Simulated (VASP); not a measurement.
# Ge2W3 (Pm-3m) in VASP: further runs

Ge2W3 is run at these levels: PBE; tasks: single point, relaxation of cell and atoms.

All numbers are computed with VASP 6.6.1; they aren't measurements. Logs are shortened: lines on timing, memory, paths and dates and some standing lists are left out, and cuts for length are marked.

### Step 1. The cell of the first run

The structure is cubic, space group Pm-3m (No. 221). Conventional cell: a = 4.611 Å, b = 4.611 Å, c = 4.611 Å, α = 90.00°, β = 90.00°, γ = 90.00°. Within 3.0 Å of Ge (site symmetry m-3m) lie 6 W at 2.31 Å. Within 4.3 Å of Ge (site symmetry m-3m) lie 12 W at 3.26 Å and 8 Ge at 3.99 Å. Within 3.0 Å of W (site symmetry 4/mmm) lie 2 Ge at 2.31 Å.

The cell was built from a structure type or drawn by symmetry, and may not be a known phase.

### Step 2. Single point, PBE

INCAR

```
SYSTEM = Ge2W3
  ALGO = Normal
  EDIFF = 1E-6
  ENCUT = 500
  GGA = PE
  GGA_COMPAT = .FALSE.
  ISIF = 2
  ISMEAR = 0
  LASPH = .TRUE.
  LCHARG = .FALSE.
  LREAL = .FALSE.
  LWAVE = .FALSE.
  NBANDS = 43
  NELM = 120
  PREC = Accurate
  SIGMA = 0.1
```

KPOINTS

```
k-points
0
G
  8 8 8
  0 0 0
```

POSCAR

```
Ge2W3
1.0
    4.6110748975      0.0000000000      0.0000000000
    0.0000000000      4.6110748975      0.0000000000
    0.0000000000      0.0000000000      4.6110748975
Ge W
2 3
Direct
    0.5000000000      0.5000000000      0.5000000000
    0.0000000000      0.0000000000      0.0000000000
    0.0000000000      0.5000000000      0.5000000000
    0.5000000000      0.0000000000      0.5000000000
    0.5000000000      0.5000000000      0.0000000000
```

Potentials or basis: VASP PAW PBE potentials, release 64 (Ge_d, W_sv).

On the command line:

```sh
$ cat potpaw_PBE.64/Ge_d/POTCAR potpaw_PBE.64/W_sv/POTCAR > POTCAR
$ mpirun -np 1 vasp_std > vasp.out
```

OUTCAR:

```text
SYSTEM = Ge2W3
   EDIFF = 1E-6
   ENCUT = 500
   GGA = PE
   ISIF = 2
   ISMEAR = 0
   LASPH = .TRUE.
   LREAL = .FALSE.
   NELM = 120
   PREC = Accurate

 ion  position               nearest neighbor table
   1  0.500  0.500  0.500-   3 2.31   4 2.31   5 2.31   5 2.31   4 2.31   3 2.31
   2  0.000  0.000  0.000-
   3  0.000  0.500  0.500-   1 2.31   1 2.31   5 3.26   5 3.26   4 3.26   4 3.26   4 3.26   5 3.26
                             5 3.26   4 3.26
   4  0.500  0.000  0.500-   1 2.31   1 2.31   5 3.26   5 3.26   3 3.26   3 3.26   5 3.26   5 3.26
                             3 3.26   3 3.26
   5  0.500  0.500  0.000-   1 2.31   1 2.31   4 3.26   3 3.26   3 3.26   4 3.26   4 3.26   4 3.26
                             3 3.26   3 3.26

  LATTYP: Found a simple cubic cell.
 ALAT       =     4.6110748975

  Lattice vectors:

 A1 = (   4.6110748975,   0.0000000000,   0.0000000000)
 A2 = (   0.0000000000,   4.6110748975,   0.0000000000)
 A3 = (   0.0000000000,   0.0000000000,   4.6110748975)

Analysis of symmetry for initial positions (statically):
=====================================================================
 Subroutine PRICEL returns:
 Original cell was already a primitive cell.

 Routine SETGRP: Setting up the symmetry group for a
 simple cubic supercell.

 Subroutine GETGRP returns: Found 48 space group operations
 (whereof 48 operations were pure point group operations)
 out of a pool of 48 trial point group operations.

The static configuration has the point symmetry O_h .

Analysis of symmetry for dynamics (positions and initial velocities):
=====================================================================
 Subroutine PRICEL returns:
 Original cell was already a primitive cell.

 Routine SETGRP: Setting up the symmetry group for a
 simple cubic supercell.

 Subroutine GETGRP returns: Found 48 space group operations
 (whereof 48 operations were pure point group operations)
 out of a pool of 48 trial point group operations.

The dynamic configuration has the point symmetry O_h .

 Subroutine INISYM returns: Found 48 space group operations
 (whereof 48 operations are pure point group operations),
 and found     1 'primitive' translations

----------------------------------------------------------------------------------------

                                     Primitive cell

  volume of cell :      98.0407

  direct lattice vectors                    reciprocal lattice vectors
     4.611074897  0.000000000  0.000000000     0.216869173  0.000000000  0.000000000
     0.000000000  4.611074897  0.000000000     0.000000000  0.216869173  0.000000000
     0.000000000  0.000000000  4.611074897     0.000000000  0.000000000  0.216869173

  length of vectors
     4.611074897  4.611074897  4.611074897     0.216869173  0.216869173  0.216869173

  position of ions in fractional coordinates (direct lattice)
     0.500000000  0.500000000  0.500000000
     0.000000000  0.000000000  0.000000000
     0.000000000  0.500000000  0.500000000
     0.500000000  0.000000000  0.500000000
     0.500000000  0.500000000  0.000000000

  ion indices of the primitive-cell ions
   primitive index   ion index
                 1           1
                 2           2
                 3           3
                 4           4
                 5           5

----------------------------------------------------------------------------------------

 KPOINTS: k-points

Automatic generation of k-mesh.
 Grid dimensions read from file:
 generate k-points for:    8    8    8

 Generating k-lattice:

  Cartesian coordinates                     Fractional coordinates (reciprocal lattice)
     0.027108647  0.000000000  0.000000000     0.125000000  0.000000000  0.000000000
     0.000000000  0.027108647  0.000000000     0.000000000  0.125000000  0.000000000
     0.000000000  0.000000000  0.027108647     0.000000000  0.000000000  0.125000000

  Length of vectors
     0.027108647  0.027108647  0.027108647

  Shift w.r.t. Gamma in fractional coordinates (k-lattice)
     0.000000000  0.000000000  0.000000000

 Subroutine IBZKPT returns following result:
 ===========================================

 Found     35 irreducible k-points:

 Following reciprocal coordinates:
            Coordinates               Weight
  0.000000  0.000000  0.000000      1.000000
  0.125000  0.000000  0.000000      6.000000
  0.250000  0.000000  0.000000      6.000000
  0.375000  0.000000  0.000000      6.000000
  0.500000  0.000000  0.000000      3.000000
  0.125000  0.125000  0.000000     12.000000
[... 16 lines left out ...]
  0.375000  0.375000  0.125000     24.000000
  0.500000  0.375000  0.125000     24.000000
 [... further k-points ...]
   k-points           NKPTS =     35   k-points in BZ     NKDIM =     35   number of bands    NBANDS=     43
   number of dos      NEDOS =    301   number of ions     NIONS =      5
   total plane-waves  NPLWV =  46656
   dimension x,y,z NGX =    36 NGY =   36 NGZ =   36
   dimension x,y,z NGXF=    72 NGYF=   72 NGZF=   72
   ions per type =               2   3
   NGX,Y,Z   is equivalent  to a cutoff of  12.98, 12.98, 12.98 a.u.
   NGXF,Y,Z  is equivalent  to a cutoff of  25.96, 25.96, 25.96 a.u.
 SYSTEM =  Ge2W3
   PREC   = accura    normal or accurate (medium, high low for compatibility)
   ISTART =      0    job   : 0-new  1-cont  2-samecut
   ICHARG =      2    charge: 1-file 2-atom 10-const
   ISPIN  =      1    spin polarized calculation?
   LNONCOLLINEAR =      F non collinear calculations
   LSORBIT =      F    spin-orbit coupling
   LASPH  =      T    aspherical Exc in radial PAW
   ENCUT  =  500.0 eV  36.75 Ry    6.06 a.u.   8.41  8.41  8.41*2*pi/ulx,y,z
   NELM   =    120;   NELMIN=  2; NELMDL= -5     # of ELM steps
   EDIFF  = 0.1E-05   stopping-criterion for ELM
   LREAL  =      F    real-space projection
[... 7 lines left out ...]
   TEBEG  =    0.0;   TEEND  =   0.0 temperature during run
   PSTRESS=    0.0 pullay stress
   NELECT =      70.0000    total number of electrons
   NUPDOWN=      -1.0000    fix difference up-down
   EMIN   =  10.00;   EMAX   =-10.00  energy-range for DOS
   EFERMI =   0.00;   METHOD = LEGACY
   ISMEAR =     0;   SIGMA  =   0.10  broadening in eV -4-tet -1-fermi 0-gaus
   EFERMI_NEDOS =   21; number of points for ismear=-14 and -15
   IALGO  =     38    algorithm
   IMIX   =      4    mixing-type and parameters
     AMIX     =   0.40;   BMIX     =  1.00
     AMIX_MAG =   1.60;   BMIX_MAG =  1.00
  volume/ion in A,a.u.               =      19.61       132.32
  Fermi-wavevector in a.u.,A,eV,Ry     =   1.463206  2.765058 29.129671  2.140970
  Thomas-Fermi vector in A             =   2.579328
   LORBIT       =      0    0 simple, 1 ext, 2 COOP (PROOUT), +10 PAW based schemes
   GGA     = PE    functional components
   LHFCALC =     F    Hartree Fock is set to
   AEXX    =    0.0000 exact exchange contribution
   IVDW    =     0    specifies the selected vdW correction
   LEPSILON=     F    determine dielectric tensor
   LRPA    =     F    only Hartree local field effects (RPA)
 non-spin polarized calculation
 Gauss-broadening in eV      SIGMA  =   0.10
  energy-cutoff  :      500.00
  volume of cell :       98.04
 maximum number of plane-waves:      2517
 NGX is ok and might be reduce to    36
   NGX = 17   NGY = 17   NGZ = 17

 number of electron      69.9999998 magnetization

 Free energy of the ion-electron system (eV)
  ---------------------------------------------------
  ext. energy  EPLUGINS =         0.00000000
  ---------------------------------------------------
  free energy    TOTEN  =       -38.54877737 eV

  energy without entropy =      -38.52437992  energy(sigma->0) =      -38.53657864

 E-fermi :   7.4922     XC(G=0): -11.7752

 val. band max:        7.4871347955   @ k =   0.3750   0.1250   0.0000
 cond. band min:       7.4959340578   @ k =   0.5000   0.3750   0.1250
 fundamental gap:      0.0087992623
 Fermi energy:         7.4922213575

 k-point     1 :       0.0000    0.0000    0.0000
  band No.  band energies     occupation
      1     -66.7877      2.00000
      2     -66.7703      2.00000
      3     -66.7703      2.00000
      4     -31.1186      2.00000
      5     -31.1186      2.00000
      6     -31.1186      2.00000
[... 35 lines left out ...]
     42       9.9905      0.00000
     43      10.1504      0.00000

 k-point     2 :       0.1250    0.0000    0.0000
  band No.  band energies     occupation
      1     -66.7870      2.00000
      2     -66.7708      2.00000
      3     -66.7702      2.00000
      4     -31.1142      2.00000
      5     -31.1142      2.00000
      6     -31.1135      2.00000
[... 35 lines left out ...]
     42       9.9104      0.00000
     43      10.1849      0.00000

 k-point     3 :       0.2500    0.0000    0.0000
  band No.  band energies     occupation
      1     -66.7853      2.00000
      2     -66.7723      2.00000
      3     -66.7703      2.00000
      4     -31.1026      2.00000
      5     -31.1026      2.00000
      6     -31.0985      2.00000
[... 35 lines left out ...]
     42      10.1523      0.00000
     43      10.5817      0.00000

 k-point     4 :       0.3750    0.0000    0.0000
  band No.  band energies     occupation
      1     -66.7831      2.00000
      2     -66.7744      2.00000
      3     -66.7703      2.00000
      4     -31.0889      2.00000
      5     -31.0889      2.00000
      6     -31.0760      2.00000
[... 863 lines left out ...]
     42      10.3814      0.00000
     43      11.1413      0.00000

 k-point    23 :       0.3750    0.3750    0.1250
  band No.  band energies     occupation
      1     -66.7792      2.00000
      2     -66.7749      2.00000
      3     -66.7734      2.00000
      4     -31.1673      2.00000
      5     -31.0518      2.00000
      6     -31.0348      2.00000
[... 35 lines left out ...]
     42      10.2130      0.00000
     43      11.1499      0.00000

 k-point    24 :       0.5000    0.3750    0.1250
  band No.  band energies     occupation
      1     -66.7779      2.00000
      2     -66.7756      2.00000
      3     -66.7738      2.00000
      4     -31.1731      2.00000
      5     -31.0581      2.00000
      6     -31.0270      2.00000
[... 35 lines left out ...]
     42      10.2410      0.00000
     43      11.1370      0.00000

 [... further k-points ...]

------------------------ aborting loop because EDIFF is reached ----------------------------------------

  FORCE on cell =-STRESS in cart. coord.  units (eV):
  Direction    XX          YY          ZZ          XY          YZ          ZX
  --------------------------------------------------------------------------------------
  -------------------------------------------------------------------------------------
  Total        0.2020228      0.2020228      0.2020228      0.0000000     -0.0000000      0.0000000
  in kB        3.3014474      3.3014474      3.3014474      0.0000000     -0.0000000      0.0000000
  external PRESSURE =       3.3014474 kB  Pullay stress =       0.0000000 kB

 VOLUME and BASIS-vectors are now :
 -----------------------------------------------------------------------------
  energy-cutoff  :      500.00
  volume of cell :       98.04
      direct lattice vectors                 reciprocal lattice vectors
     4.611074897  0.000000000  0.000000000     0.216869173  0.000000000  0.000000000
     0.000000000  4.611074897  0.000000000     0.000000000  0.216869173  0.000000000
     0.000000000  0.000000000  4.611074897     0.000000000  0.000000000  0.216869173

 POSITION                                       TOTAL-FORCE (eV/Angst)
 -----------------------------------------------------------------------------------
      2.30554      2.30554      2.30554         0.000000      0.000000      0.000000
      0.00000      0.00000      0.00000         0.000000      0.000000      0.000000
      0.00000      2.30554      2.30554         0.000000      0.000000      0.000000
      2.30554      0.00000      2.30554         0.000000      0.000000      0.000000
      2.30554      2.30554      0.00000         0.000000      0.000000      0.000000
 -----------------------------------------------------------------------------------
    total drift:                                0.000000      0.000000      0.000000

  FREE ENERGIE OF THE ION-ELECTRON SYSTEM (eV)
  ---------------------------------------------------
  free  energy   TOTEN  =       -38.5487773692 eV

  energy  without entropy=      -38.5243799187  energy(sigma->0) =      -38.53657864
```

Run time: 1.7 min. Hardware: 1 thread of Intel Xeon 8259CL, shared host; peak memory 0.27 GiB.

Results:

```yaml
Free_energy: -38.5488 eV
Pressure: 0.3 GPa
Band_gap_on_the_k_mesh: zero (bands 35 and 36 overlap by 1.35 eV)
```

Caveat: spin-orbit coupling is left out, which moves the levels of the heavy elements.

### Step 3. Relaxation of cell and atoms, PBE

INCAR

```
PREC = Accurate
ENCUT = 500
EDIFF = 1E-7
ISMEAR = 0
SIGMA = 0.1
LREAL = False
LASPH = True
NELM = 120
ALGO = Normal
ISIF = 3
LWAVE = False
LCHARG = False
GGA = PE
IBRION = 2
NSW = 100
EDIFFG = -0.01
GGA_COMPAT = False
NELMIN = 4
```

KPOINTS

```
Automatic mesh
0
Gamma
  8 8 8
```

Edit POSCAR of step 2 so:

```diff
@@ -2,5 +2,5 @@
 1.0
-    4.6110748975      0.0000000000      0.0000000000
-    0.0000000000      4.6110748975      0.0000000000
-    0.0000000000      0.0000000000      4.6110748975
+    4.6121056056      0.0000000000      0.0000000000
+    0.0000000000      4.6121056056      0.0000000000
+    0.0000000000      0.0000000000      4.6121056056
 Ge W
```

Potentials or basis: VASP PAW PBE potentials, release 64 (Ge_d, W_sv).

On the command line:

```sh
$ cat potpaw_PBE.64/Ge_d/POTCAR potpaw_PBE.64/W_sv/POTCAR > POTCAR
$ mpirun -np 1 vasp_std > vasp.out
```

It took 5.7 min on 1 thread of Intel Xeon 8259CL, shared host; peak memory 0.28 GiB.

The run converged. Its results:

- Free energy: -38.5491 eV
- Relaxed volume: 19.66 Å³/atom
- Relaxed cell: a = 4.615 Å, b = 4.615 Å, c = 4.615 Å, α = 90.00°, β = 90.00°, γ = 90.00°
- Space group after relaxing (to 0.1 Å): Pm-3m (No. 221)
- Energy gained by relaxing: 0.0 meV/atom
- Ionic steps: 3
- Pressure after relaxing: 0.0 GPa
- Band gap on the k mesh: zero (bands 35 and 36 overlap by 1.34 eV)

The path:
```tsv
step	energy change (eV)	largest force (eV/Å)	pressure (GPa)	volume (Å³)
1	0.0000	0.0000	0.25	98.11
2	0.0002	0.0000	-0.37	98.54
3	-0.0001	0.0000	0.01	98.28
```

Final structure:
```xyz
5
Lattice="4.6147 0.0000 0.0000 0.0000 4.6147 0.0000 0.0000 0.0000 4.6147" Properties=species:S:1:pos:R:3 pbc="T T T"
Ge    2.3074    2.3074    2.3074
Ge    0.0000    0.0000    0.0000
W     0.0000    2.3074    2.3074
W     2.3074    0.0000    2.3074
W     2.3074    2.3074    0.0000
```

Levels at points of the mesh, in eV from the Fermi level:
```tsv
k point	band 33	band 34	band 35	band 36	band 37	band 38
(0.00, 0.00, 0.00)	-0.36	0.35	0.35	0.35	0.62	0.62
(0.50, 0.00, 0.00)	-0.60	-0.26	-0.03	0.04	0.04	0.46
(0.50, 0.50, 0.00)	-0.82	-0.82	-0.61	0.22	0.55	0.63
(0.50, 0.50, 0.50)	-1.09	-0.99	-0.99	-0.99	0.31	0.98
```

Caveat: spin-orbit coupling is left out, which moves the levels of the heavy elements.
